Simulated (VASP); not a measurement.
Set up this calculation in VASP 6.6.1, as the native input.

```yaml
Task: single point
Functional: PBE
Potentials_or_basis: VASP PAW PBE potentials, release 64 (Ba_sv, Ta_pv, Cu)
Cutoff: 520 eV
k_mesh: 18 × 18 × 6
Occupations: gaussian, width 0.1 eV
Spin: no spin polarisation
Dipole_correction: no
Further_INCAR_settings: ALGO = Fast; EDIFF = 1e-06; NBANDS = 30
```

The structure of BaTa2Cu lies in POSCAR:

```
BaTa2Cu
1.0
    3.0309286737      0.0000000000      0.0000000000
   -1.5154643369      2.6248612285      0.0000000000
    0.0000000000      0.0000000000     10.5444400339
Ba Ta Cu
1 2 1
Direct
    0.3333333333      0.6666666667      0.0000000000
    0.0000000000      0.0000000000      0.7021769522
    0.0000000000      0.0000000000      0.2978230478
    0.3333333333      0.6666666667      0.5000000000
```

The cell was generated, and may not be a known phase.

The input as run:

INCAR

```
SYSTEM = BaTa2Cu
PREC     = Accurate       ! precision mode
ENCUT    = 520            ! plane-wave cutoff, eV
EDIFF    = 1E-6           ! SCF threshold, eV
ISMEAR   = 0              ! smearing method
SIGMA    = 0.1            ! smearing width, eV
LREAL    = .False.        ! projectors in reciprocal space
LASPH    = .True.         ! aspherical terms in the spheres
NELM     = 80             ! most SCF steps
ALGO     = Fast           ! electronic algorithm
ISIF     = 2              ! what is computed and relaxed
LWAVE    = .False.        ! write WAVECAR
LCHARG   = .False.        ! write CHGCAR
GGA      = PE             ! functional
NBANDS   = 30             ! bands
```

KPOINTS

```
regular mesh
0
Gamma
  18 18 6
  0 0 0
```

Potentials or basis: VASP PAW PBE potentials, release 64 (Ba_sv, Ta_pv, Cu).

The run is started by

```bash
$ cat potpaw_PBE.64/Ba_sv/POTCAR potpaw_PBE.64/Ta_pv/POTCAR potpaw_PBE.64/Cu/POTCAR > POTCAR
$ mpirun -np 1 vasp_std > vasp.out
```

Results of the run:

| Property | Result |
| --- | --- |
| Pressure | 1.7 GPa |
| Largest force | 0.079 eV/Å |
| Band gap on the k mesh | zero (an odd number of electrons rules out a gap without spin polarisation) |

Caveat: spin-orbit coupling is left out, which moves the levels of the heavy elements.

Run time: 25 min on 1 thread of Oxide Virtual Turin-like Processor, on a shared host, peak memory 0.46 GiB.
